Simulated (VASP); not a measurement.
# Ru (Im-3m) in VASP: further runs

The runs below take Ru through single point, relaxation of cell and atoms, with PBE.

Everything below comes from runs of VASP 6.6.1. Logs are shortened: lines on timing, memory, paths and dates and some standing lists are left out, and cuts for length are marked.

### 1 The cell of the first run

It takes space group Im-3m (No. 229, cubic). Conventional cell: a = 3.053 Å, b = 3.053 Å, c = 3.053 Å, α = 90.00°, β = 90.00°, γ = 90.00°. Ru (site symmetry m-3m) has 14 Ru at 2.64 to 3.05 Å within 3.5 Å.

### 2 Single point, PBE

Input file INCAR:

```
SYSTEM = Ru
PREC = Accurate ; ENCUT = 520
EDIFF = 1E-6 ; ISMEAR = 0
SIGMA = 0.1 ; LREAL = .False.
LASPH = .True. ; NELM = 80
ALGO = Normal ; ISIF = 2
LWAVE = .False. ; LCHARG = .False.
GGA = PE ; NBANDS = 13
```

Input file KPOINTS:

```
regular mesh
0
Gamma
  10 10 10
  0 0 0
```

Input file POSCAR:

```
Ru
1.0
   -1.5264659104      1.5264659104      1.5264659104
    1.5264659104     -1.5264659104      1.5264659104
    1.5264659104      1.5264659104     -1.5264659104
Ru
1
Direct
    0.0000000000      0.0000000000      0.0000000000
```

Potentials or basis: VASP PAW PBE potentials, release 64 (Ru_pv).

On the command line:

```bash
$ cat potpaw_PBE.64/Ru_pv/POTCAR > POTCAR
$ mpirun -np 1 vasp_std > vasp.out
```

OUTCAR:

```text
SYSTEM = Ru
   PREC = Accurate
   ENCUT = 520
   EDIFF = 1E-6
   ISMEAR = 0
   LREAL = .False.
   LASPH = .True.
   NELM = 80
   ISIF = 2
   GGA = PE

 ion  position               nearest neighbor table
   1  0.000  0.000  0.000-

  LATTYP: Found a body centered cubic cell.
 ALAT       =     3.0529318208

  Lattice vectors:

 A1 = (  -1.5264659104,   1.5264659104,   1.5264659104)
 A2 = (   1.5264659104,  -1.5264659104,   1.5264659104)
 A3 = (   1.5264659104,   1.5264659104,  -1.5264659104)

Analysis of symmetry for initial positions (statically):
=====================================================================
 Subroutine PRICEL returns:
 Original cell was already a primitive cell.

 Routine SETGRP: Setting up the symmetry group for a
 body centered cubic supercell.

 Subroutine GETGRP returns: Found 48 space group operations
 (whereof 48 operations were pure point group operations)
 out of a pool of 48 trial point group operations.

The static configuration has the point symmetry O_h .

Analysis of symmetry for dynamics (positions and initial velocities):
=====================================================================
 Subroutine PRICEL returns:
 Original cell was already a primitive cell.

 Routine SETGRP: Setting up the symmetry group for a
 body centered cubic supercell.

 Subroutine GETGRP returns: Found 48 space group operations
 (whereof 48 operations were pure point group operations)
 out of a pool of 48 trial point group operations.

The dynamic configuration has the point symmetry O_h .

 Subroutine INISYM returns: Found 48 space group operations
 (whereof 48 operations are pure point group operations),
 and found     1 'primitive' translations

----------------------------------------------------------------------------------------

                                     Primitive cell

  volume of cell :      14.2273

  direct lattice vectors                    reciprocal lattice vectors
    -1.526465910  1.526465910  1.526465910     0.000000000  0.327553990  0.327553990
     1.526465910 -1.526465910  1.526465910     0.327553990  0.000000000  0.327553990
     1.526465910  1.526465910 -1.526465910     0.327553990  0.327553990  0.000000000

  length of vectors
     2.643916513  2.643916513  2.643916513     0.463231295  0.463231295  0.463231295

  position of ions in fractional coordinates (direct lattice)
     0.000000000  0.000000000  0.000000000

  ion indices of the primitive-cell ions
   primitive index   ion index
                 1           1

----------------------------------------------------------------------------------------

 KPOINTS: regular mesh

Automatic generation of k-mesh.
 Grid dimensions read from file:
 generate k-points for:   10   10   10

 Generating k-lattice:

  Cartesian coordinates                     Fractional coordinates (reciprocal lattice)
     0.000000000  0.032755399  0.032755399     0.100000000  0.000000000  0.000000000
     0.032755399  0.000000000  0.032755399     0.000000000  0.100000000  0.000000000
     0.032755399  0.032755399  0.000000000     0.000000000  0.000000000  0.100000000

  Length of vectors
     0.046323130  0.046323130  0.046323130

  Shift w.r.t. Gamma in fractional coordinates (k-lattice)
     0.000000000  0.000000000  0.000000000

 Subroutine IBZKPT returns following result:
 ===========================================

 Found     47 irreducible k-points:

 Following reciprocal coordinates:
            Coordinates               Weight
  0.000000  0.000000  0.000000      1.000000
  0.100000  0.000000  0.000000     12.000000
  0.200000  0.000000  0.000000     12.000000
  0.300000  0.000000  0.000000     12.000000
  0.400000  0.000000  0.000000     12.000000
  0.500000  0.000000  0.000000      6.000000
[... 16 lines left out ...]
  0.300000  0.300000  0.100000      8.000000
 -0.300000  0.300000  0.100000     24.000000
 [... further k-points ...]
   k-points           NKPTS =     47   k-points in BZ     NKDIM =     47   number of bands    NBANDS=     13
   number of dos      NEDOS =    301   number of ions     NIONS =      1
   total plane-waves  NPLWV =   8000
   dimension x,y,z NGX =    20 NGY =   20 NGZ =   20
   dimension x,y,z NGXF=    40 NGYF=   40 NGZF=   40
   ions per type =               1
   NGX,Y,Z   is equivalent  to a cutoff of  12.58, 12.58, 12.58 a.u.
   NGXF,Y,Z  is equivalent  to a cutoff of  25.15, 25.15, 25.15 a.u.
 SYSTEM =  Ru
   PREC   = accura    normal or accurate (medium, high low for compatibility)
   ISTART =      0    job   : 0-new  1-cont  2-samecut
   ICHARG =      2    charge: 1-file 2-atom 10-const
   ISPIN  =      1    spin polarized calculation?
   LNONCOLLINEAR =      F non collinear calculations
   LSORBIT =      F    spin-orbit coupling
   LASPH  =      T    aspherical Exc in radial PAW
   ENCUT  =  520.0 eV  38.22 Ry    6.18 a.u.   4.92  4.92  4.92*2*pi/ulx,y,z
   NELM   =     80;   NELMIN=  2; NELMDL= -5     # of ELM steps
   EDIFF  = 0.1E-05   stopping-criterion for ELM
   LREAL  =      F    real-space projection
   EDIFFG = 0.1E-04   stopping-criterion for IOM
   NSW    =      0    number of steps for IOM
   IBRION =     -1    ionic relax: 0-MD 1-quasi-New 2-CG
   NFREE  =      0    steps in history (QN), initial steepest desc. (CG)
   ISIF   =      2    stress and relaxation
   ISYM   =      2    0-nonsym 1-usesym 2-fastsym
   POTIM  = 0.5000    time-step for ionic-motion
   TEBEG  =    0.0;   TEEND  =   0.0 temperature during run
   PSTRESS=    0.0 pullay stress
   NELECT =      14.0000    total number of electrons
   NUPDOWN=      -1.0000    fix difference up-down
   EMIN   =  10.00;   EMAX   =-10.00  energy-range for DOS
   EFERMI =   0.00;   METHOD = LEGACY
   ISMEAR =     0;   SIGMA  =   0.10  broadening in eV -4-tet -1-fermi 0-gaus
   EFERMI_NEDOS =   21; number of points for ismear=-14 and -15
   IALGO  =     38    algorithm
   IMIX   =      4    mixing-type and parameters
     AMIX     =   0.40;   BMIX     =  1.00
     AMIX_MAG =   1.60;   BMIX_MAG =  1.00
  volume/ion in A,a.u.               =      14.23        96.01
  Fermi-wavevector in a.u.,A,eV,Ry     =   1.628335  3.077107 36.075502  2.651475
  Thomas-Fermi vector in A             =   2.720983
   LORBIT       =      0    0 simple, 1 ext, 2 COOP (PROOUT), +10 PAW based schemes
   GGA     = PE    functional components
   LHFCALC =     F    Hartree Fock is set to
   AEXX    =    0.0000 exact exchange contribution
   IVDW    =     0    specifies the selected vdW correction
   LEPSILON=     F    determine dielectric tensor
   LRPA    =     F    only Hartree local field effects (RPA)
 non-spin polarized calculation
 Gauss-broadening in eV      SIGMA  =   0.10
  energy-cutoff  :      520.00
  volume of cell :       14.23
 maximum number of plane-waves:       394
   NGX =  9   NGY =  9   NGZ =  9

 number of electron      14.0000004 magnetization

 Free energy of the ion-electron system (eV)
  ---------------------------------------------------
  ext. energy  EPLUGINS =         0.00000000
  ---------------------------------------------------
  free energy    TOTEN  =        -8.61160647 eV

  energy without entropy =       -8.60115348  energy(sigma->0) =       -8.60637997

 E-fermi :  12.1351     XC(G=0): -13.8196

 val. band max:       12.1317297595   @ k =   0.3000   0.1000   0.1000
 cond. band min:      12.1439146370   @ k =   0.2000   0.2000   0.1000
 fundamental gap:      0.0121848775
 Fermi energy:        12.1351166232

 k-point     1 :       0.0000    0.0000    0.0000
  band No.  band energies     occupation
      1     -30.3968      2.00000
      2     -30.3968      2.00000
      3     -30.3968      2.00000
      4       4.2954      2.00000
      5       9.4329      2.00000
      6       9.4329      2.00000
      7       9.4329      2.00000
      8      12.0692      1.64840
      9      12.0693      1.64840
     10      22.7199      0.00000
     11      29.2940      0.00000
     12      29.2940      0.00000
     13      29.2940      0.00000

 k-point     2 :       0.1000    0.0000    0.0000
  band No.  band energies     occupation
      1     -30.4893      2.00000
      2     -30.4266      2.00000
      3     -30.3970      2.00000
      4       4.7177      2.00000
      5       9.2427      2.00000
      6       9.4155      2.00000
      7       9.7974      2.00000
      8      11.8412      1.99997
      9      12.0828      1.54096
     10      22.7199      0.00000
     11      29.4814      0.00000
     12      29.6596      0.00000
     13      29.9518      0.00000

 k-point     3 :       0.2000    0.0000    0.0000
  band No.  band energies     occupation
      1     -30.7271      2.00000
      2     -30.5040      2.00000
      3     -30.3976      2.00000
      4       5.7548      2.00000
      5       8.7775      2.00000
      6       9.3721      2.00000
      7      10.8312      2.00000
      8      11.5913      2.00000
      9      12.1443      0.89702
     10      22.7199      0.00000
     11      29.2408      0.00000
     12      29.4147      0.00000
     13      31.7658      0.00000

 k-point     4 :       0.3000    0.0000    0.0000
  band No.  band energies     occupation
      1     -31.0128      2.00000
      2     -30.5985      2.00000
      3     -30.3985      2.00000
      4       6.4360      2.00000
      5       8.2567      2.00000
      6      10.0739      2.00000
      7      11.7495      2.00000
      8      12.2763      0.04591
      9      12.3281      0.00636
     10      22.7196      0.00000
     11      26.9251      0.00000
     12      27.7643      0.00000
     13      34.3061      0.00000

 k-point     5 :       0.4000    0.0000    0.0000
  band No.  band energies     occupation
      1     -31.2379      2.00000
      2     -30.6740      2.00000
      3     -30.3993      2.00000
      4       6.2864      2.00000
      5       7.8706      2.00000
      6      11.7118      2.00000
      7      12.3181      0.00968
      8      12.4348      0.00002
      9      13.8274      0.00000
     10      22.7179      0.00000
     11      23.7729      0.00000
     12      26.3148      0.00000
     13      31.5490      0.00000
[... 257 lines left out ...]
 k-point    22 :      -0.2000    0.2000    0.1000
  band No.  band energies     occupation
      1     -30.7271      2.00000
      2     -30.5354      2.00000
      3     -30.4711      2.00000
      4       6.1262      2.00000
      5       9.1129      2.00000
      6       9.4141      2.00000
      7      10.7212      2.00000
      8      10.8009      2.00000
      9      12.6186      0.00000
     10      22.7199      0.00000
     11      29.4412      0.00000
     12      29.9434      0.00000
     13      31.9919      0.00000

 k-point    23 :       0.3000    0.3000    0.1000
  band No.  band energies     occupation
      1     -30.9838      2.00000
      2     -30.9838      2.00000
      3     -30.5936      2.00000
      4       7.5229      2.00000
      5       8.8897      2.00000
      6       8.8897      2.00000
      7      12.5023      0.00000
      8      12.5023      0.00000
      9      21.5508      0.00000
     10      21.5508      0.00000
     11      21.6885      0.00000
     12      22.7234      0.00000
     13      27.0057      0.00000

 k-point    24 :      -0.3000    0.3000    0.1000
  band No.  band energies     occupation
      1     -30.9999      2.00000
      2     -30.6313      2.00000
      3     -30.4684      2.00000
      4       6.7960      2.00000
      5       8.6270      2.00000
      6       9.5363      2.00000
      7      11.2013      2.00000
      8      12.2281      0.18869
      9      12.9771      0.00000
     10      22.7196      0.00000
     11      26.9775      0.00000
     12      28.4157      0.00000
     13      32.5645      0.00000

 [... further k-points ...]

------------------------ aborting loop because EDIFF is reached ----------------------------------------

  FORCE on cell =-STRESS in cart. coord.  units (eV):
  Direction    XX          YY          ZZ          XY          YZ          ZX
  --------------------------------------------------------------------------------------
  -------------------------------------------------------------------------------------
  Total        0.0052225      0.0052225      0.0052225      0.0000000      0.0000000     -0.0000000
  in kB        0.5881242      0.5881242      0.5881242      0.0000000      0.0000000     -0.0000000
  external PRESSURE =       0.5881242 kB  Pullay stress =       0.0000000 kB

 VOLUME and BASIS-vectors are now :
 -----------------------------------------------------------------------------
  energy-cutoff  :      520.00
  volume of cell :       14.23
      direct lattice vectors                 reciprocal lattice vectors
    -1.526465910  1.526465910  1.526465910     0.000000000  0.327553990  0.327553990
     1.526465910 -1.526465910  1.526465910     0.327553990  0.000000000  0.327553990
     1.526465910  1.526465910 -1.526465910     0.327553990  0.327553990  0.000000000

 POSITION                                       TOTAL-FORCE (eV/Angst)
 -----------------------------------------------------------------------------------
      0.00000      0.00000      0.00000         0.000000      0.000000     -0.000000
 -----------------------------------------------------------------------------------
    total drift:                                0.000000      0.000000      0.000000

  FREE ENERGIE OF THE ION-ELECTRON SYSTEM (eV)
  ---------------------------------------------------
  free  energy   TOTEN  =        -8.6116064677 eV

  energy  without entropy=       -8.6011534815  energy(sigma->0) =       -8.60637997
```

Wall time 12 s (1 thread of Intel Xeon Platinum 8259CL at 2.50GHz (Skylake/Cascade Lake), shared host); peak memory 0.12 GiB.

What came out:

```
Free energy            : -8.6116 eV
Pressure               : 0.1 GPa
Band gap on the k mesh : zero (band 7 reaches 13.92 eV, above the bottom of band 8 at 10.75 eV)
```

Levels at points of the mesh, in eV from the Fermi level:
```
           k point  band 4  band 5  band 6  band 7  band 8  band 9  band 10  band 11
(0.00, 0.00, 0.00)   -7.84   -2.70   -2.70   -2.70   -0.07   -0.07    10.58    17.16
(0.50, 0.00, 0.00)   -5.99   -4.40   -0.09    0.37    1.20    2.38    10.02    10.59
(0.50, 0.50, 0.50)   -6.06   -6.06    1.79    1.79    1.79    9.25     9.25     9.25
```

(Part 1 of 2 ends here.)
